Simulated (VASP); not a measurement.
C:

```
CELL_PARAMETERS angstrom
0.00000 1.78015 1.78015
1.78015 0.00000 1.78015
1.78015 1.78015 0.00000
ATOMIC_POSITIONS crystal
C 0.50000 0.50000 0.50000
C 0.75000 0.75000 0.75000
```

Base run:

| Quantity | Value |
| --- | --- |
| Program | VASP 6.6.1 |
| Functional | r2SCAN |
| Potentials or basis | VASP PAW PBE potentials, release 64 (C) |
| Cutoff | 520 eV |
| k mesh | 13 × 13 × 13 |
| Occupations | fermi-dirac, width 0.05 eV |
| Spin | no spin polarisation |

Its results: band gap on the k mesh 4.35 eV, indirect (least direct gap 5.85 eV); pressure 1.1 GPa.

Question: The run is repeated on the same cell with these changes: potentials or basis from VASP PAW PBE potentials, release 64 (C) to VASP PAW PBE potentials, release 64 (C_h); cutoff from 520 eV to 910 eV; further incar settings from ALGO = Normal; EDIFF = 1e-07; NBANDS = 11 to ALGO = Normal; EDIFF = 1e-06; NBANDS = 11. What comes out?

Answer: Band gap on the k mesh 4.38 eV, indirect (least direct gap 5.89 eV); pressure -0.8 GPa.

Caveats: the PAW data sets were made with another functional, which shifts forces and pressure a little; the cutoff is under 1.25 times the usual one of these potentials, so pressure, stress and relaxed cells hold a basis-set (Pulay) error (some runs).

A k mesh can miss the band edges.
